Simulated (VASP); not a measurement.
Crystal: K.

```
K
1.0
     4.58082    0.00000    0.00000
    -2.29041    3.96711    0.00000
     0.00000    0.00000    4.28020
K
1
Direct
  0.00000 0.00000 0.00000
```

This isn't the form of K at room conditions, which is bcc.

- Program: VASP 6.6.1
- Task: relaxation of cell and atoms
- Functional: PBEsol
- Potentials or basis: VASP PAW PBE potentials, release 64 (K_sv)
- Cutoff: 600 eV
- k mesh: 15 × 15 × 14
- Occupations: gaussian, width 0.1 eV
- Spin: no spin polarisation

At the start: pressure -0.2 GPa; volume 77.78 Å³/atom.

**Question.** How do energy, volume and symmetry change on relaxing?

**Answer.** Over 11 steps the energy falls by 2.5 meV/atom and the volume is 73.34 Å³/atom (-5.7 %); space group P6/mmm (No. 191, to 0.1 Å) before and after.

Step by step:
```
step  energy change (eV)  largest force (eV/Å)  pressure (GPa)  volume (Å³)
   1              0.0000                0.0000           -0.17        77.78
   2             -0.0009                0.0000           -0.07        76.86
   3             -0.0011                0.0000           -0.13        76.66
   4             -0.0014                0.0000           -0.12        76.25
   5             -0.0020                0.0000           -0.10        75.43
   6             -0.0024                0.0000           -0.02        73.82
   7             -0.0024                0.0000            0.03        73.40
   8             -0.0024                0.0000           -0.02        73.67
   9             -0.0024                0.0000            0.00        73.53
  10             -0.0025                0.0000           -0.01        73.49
  11             -0.0025                0.0000            0.01        73.34
```

Final structure:
```xyz
1
Lattice="4.4857 0.0000 0.0000 -2.2429 3.8848 0.0000 0.0000 0.0000 4.2087" Properties=species:S:1:pos:R:3 pbc="T T T"
K     0.0000    0.0000    0.0000
```

Caveat: the PAW data sets were made with another functional, which shifts forces and pressure a little.
